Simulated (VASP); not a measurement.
**Si (a cell with a defect): single point with PBEsol**

The system is Si (a cell with a defect).

```
Si
1.0
     0.00000    5.43000    5.43000
     5.43000    0.00000    5.43000
     5.43000    5.43000    0.00000
Si
17
Direct
  0.00708 0.00761 0.97587
  0.12563 0.12592 0.11061
  0.97986 0.98020 0.48035
  0.10605 0.10640 0.60657
  0.01723 0.49652 0.99666
  0.15555 0.61345 0.11370
  0.00703 0.47572 0.50781
  0.12563 0.61046 0.62607
  0.49622 0.01754 0.99669
  0.61303 0.15590 0.11381
  0.47539 0.00747 0.50772
  0.61013 0.12596 0.62610
  0.52221 0.52259 0.02276
  0.64974 0.65005 0.15020
  0.49622 0.49654 0.51769
  0.61308 0.61362 0.65606
  0.80643 0.80653 0.30658
```

* Program: VASP 6.6.1
* Task: single point
* Functional: PBEsol
* Potentials or basis: VASP PAW PBE potentials, release 64 (Si)
* Cutoff: 520 eV
* k mesh: 2 × 2 × 2
* Occupations: gaussian, width 0.05 eV
* Spin: no spin polarisation
* Dipole correction: no
* Further INCAR settings: LREAL = Auto; ALGO = Normal; EDIFF = 1e-07; NBANDS = 48

```yaml
Pressure: 2.5 GPa
Largest_force: 0.028 eV/Å
Band_gap_on_the_k_mesh: 0.12 eV
```

Forces in eV/Å, atoms in the order of the input:
```
Si   0.002  0.005 -0.011
Si   0.005  0.004 -0.020
Si   0.017  0.016  0.016
Si  -0.012 -0.012 -0.011
Si   0.005 -0.008 -0.008
Si  -0.003  0.015  0.015
Si   0.001 -0.011  0.006
Si   0.006 -0.020  0.003
Si  -0.008  0.005 -0.009
Si   0.013 -0.002  0.016
Si  -0.012  0.004  0.006
Si  -0.020  0.005  0.004
Si  -0.007 -0.007 -0.007
Si   0.013  0.014  0.015
Si  -0.008 -0.008  0.005
Si   0.013  0.015 -0.001
Si  -0.005 -0.015 -0.020
```

Stress tensor (GPa, compression positive):
```
 2.51 -0.37 -0.37
-0.37  2.51 -0.37
-0.37 -0.37  2.52
```

Levels at points of the mesh, in eV from the valence-band top:
| k point | band 31 | band 32 | band 33 | band 34 | band 35 | band 36 | band 37 | band 38 |
| --- | --- | --- | --- | --- | --- | --- | --- | --- |
| (0.00, 0.00, 0.00) | -1.02 | -0.47 | -0.47 | -0.28 | 0.12 | 0.12 | 0.44 | 0.44 |
| (0.50, 0.00, 0.00) | -1.17 | -1.13 | -0.64 | -0.13 | 0.43 | 0.78 | 1.08 | 1.26 |
| (0.00, 0.50, 0.00) | -1.17 | -1.12 | -0.64 | -0.13 | 0.43 | 0.78 | 1.08 | 1.26 |
| (0.00, 0.00, 0.50) | -1.17 | -1.12 | -0.64 | -0.13 | 0.44 | 0.78 | 1.08 | 1.26 |
| (0.50, 0.50, 0.50) | -1.17 | -1.03 | -1.03 | 0.00 | 0.54 | 0.54 | 1.39 | 1.39 |
| (0.50, 0.50, 0.00) | -1.63 | -1.47 | -0.30 | -0.05 | 0.63 | 1.60 | 1.65 | 1.78 |
| (0.00, 0.50, 0.50) | -1.63 | -1.47 | -0.30 | -0.05 | 0.63 | 1.60 | 1.65 | 1.78 |
| (0.50, 0.00, 0.50) | -1.63 | -1.47 | -0.30 | -0.05 | 0.63 | 1.60 | 1.65 | 1.78 |

Run time: 2.2 min on 1 thread of Intel(R) Xeon(R) Platinum 8488C (Sapphire Rapids) (shared host), peak memory 0.46 GiB.

Caveat: the k points lie up to 0.50 Å⁻¹ apart; the PAW data sets were made with another functional, which shifts forces and pressure a little.
